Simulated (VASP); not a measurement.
## Ir: electric field gradients with LDA

Crystal: Ir.

```xyz
1
Lattice="0.0000 1.9197 1.9197 1.9197 0.0000 1.9197 1.9197 1.9197 0.0000" Properties=species:S:1:pos:R:3 pbc="T T T"
Ir    0.0000    0.0000    0.0000
```

| Item | Value |
| --- | --- |
| Program | VASP 6.6.1 |
| Task | electric field gradients |
| Functional | LDA |
| Potentials or basis | VASP PAW LDA potentials, release 64 (Ir_sv_GW) |
| Cutoff | 420 eV |
| k mesh | 18 × 18 × 18 |
| Occupations | fermi-dirac, width 0.05 eV |
| Spin | no spin polarisation |
| Dipole correction | no |
| Second run | valence_matched |
| Further INCAR settings | ALGO = Normal; EDIFF = 1e-08; NBANDS = 14 |

```json
{"Pressure": "-9.2 GPa"}
```

Levels at points of the mesh, in eV from the Fermi level:
```
           k point  band 4  band 5  band 6  band 7  band 8  band 9  band 10  band 11  band 12  band 13
(0.00, 0.00, 0.00)  -49.23  -11.10   -3.94   -3.94   -3.94   -1.22    -1.22    13.62    19.09    19.09
(0.50, 0.00, 0.00)  -49.34   -8.13   -4.03   -4.03   -0.73    0.88     0.88     7.27    13.28    19.06
(0.50, 0.50, 0.00)  -49.53   -7.94   -7.39    0.86    1.45    1.45     1.71    10.53    11.46    11.46
```

It took 19 s on 1 thread of Intel(R) Xeon(R) Platinum 8375C CPU @ 2.90GHz (Ice Lake), with other jobs on the host, peak memory 0.14 GiB.

Caveat: without QUAD_EFG the Cq values of the log hold for a quadrupole moment of 1 mb, not for the nuclei; spin-orbit coupling is left out, which moves the levels of the heavy elements.
